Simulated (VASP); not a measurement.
LiF, 6 atoms in the cell. The typed cell holds 6 atoms: a = 5.040 Å, b = 5.040 Å, c = 3.037 Å, α = 90.00°, β = 90.00°, γ = 120.00°. 

| Quantity | Value |
| --- | --- |
| Program | VASP 6.6.1 |
| Task | single point |
| Functional | PBE |
| Potentials or basis | VASP PAW PBE potentials, release 64 (Li_sv, F) |
| Cutoff | 750 eV |
| k mesh | 6 × 6 × 8, shifted |
| Occupations | gaussian, width 0.02 eV |
| Spin | no spin polarisation |
| Dipole correction | no |
| Further INCAR settings | ALGO = Normal; EDIFF = 1e-06; NBANDS = 24; ISYM = 0 |

Potentials or basis: VASP PAW PBE potentials, release 64 (Li_sv, F).

The run is started by

```sh
$ cat potpaw_PBE.64/Li_sv/POTCAR potpaw_PBE.64/F/POTCAR > POTCAR
$ mpirun -np 1 vasp_std > vasp.out
```

Hardware: 1 thread of AMD EPYC 7R43 64-Core Processor (Zen 3), on a shared host.

Task: How long does it take, and how much memory?

Result: Wall time 7.9 min on 1 thread of AMD EPYC 7R43 64-Core Processor (Zen 3) (shared host), peak memory 0.39 GiB. Counts: scf iterations 13, k points 144.
